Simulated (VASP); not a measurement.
Here is a VASP 6.6.1 calculation.

File POSCAR:

```
Ba2SO
1.0
    4.3772132874      0.0000000000      0.0000000000
    0.0000000000      4.3772132874      0.0000000000
    0.0000000000      0.0000000000      6.1967312264
O Ba S
1 2 1
Direct
    0.0000000000      0.0000000000      0.0000000000
    0.0000000000      0.0000000000      0.5000000000
    0.5000000000      0.5000000000      0.0000000000
    0.5000000000      0.5000000000      0.5000000000
```

INCAR.step1

```
SYSTEM = Ba2SO
  PREC = Accurate
  ENCUT = 520
  ISMEAR = 0
  SIGMA = 0.01
  LREAL = .FALSE.
  LASPH = .TRUE.
  NELM = 60
  NBANDS = 24
  GGA = PE
  ALGO = Normal
  EDIFF = 1E-4
  LWAVE = .TRUE.
  LCHARG = .FALSE.
```

File INCAR.step2:

```
SYSTEM = Ba2SO
  PREC = Accurate
  ENCUT = 520
  EDIFF = 1E-7
  ISMEAR = 0
  SIGMA = 0.01
  LREAL = .FALSE.
  LASPH = .TRUE.
  NELM = 60
  ALGO = Normal
  ISIF = 2
  LWAVE = .FALSE.
  LCHARG = .TRUE.
  METAGGA = R2SCAN
  LMIXTAU = .TRUE.
  LELF = .TRUE.
  LVHAR = .TRUE.
  NBANDS = 24
  ISTART = 1
```

Contents of KPOINTS:

```
Automatic mesh
0
G
  6 6 4
  0 0 0
```

Potentials or basis: VASP PAW PBE potentials, release 64 (O, Ba_sv, S).

The run is started by

```sh
$ cat potpaw_PBE.64/O/POTCAR potpaw_PBE.64/Ba_sv/POTCAR potpaw_PBE.64/S/POTCAR > POTCAR
$ cp INCAR.step1 INCAR
$ mpirun -np 1 vasp_std > vasp.out
$ cp INCAR.step2 INCAR
$ mpirun -np 1 vasp_std > vasp.out
```

**Question.** What does it give for the band gap on the k mesh?

**Answer.** 1.94 eV.

**Question.** Estimate the pressure.

**Answer.** -2.0 GPa.

Caveat: the PAW data sets were made with another functional, which shifts forces and pressure a little; spin-orbit coupling is left out, which moves the levels of the heavy elements. A k mesh can miss the band edges.
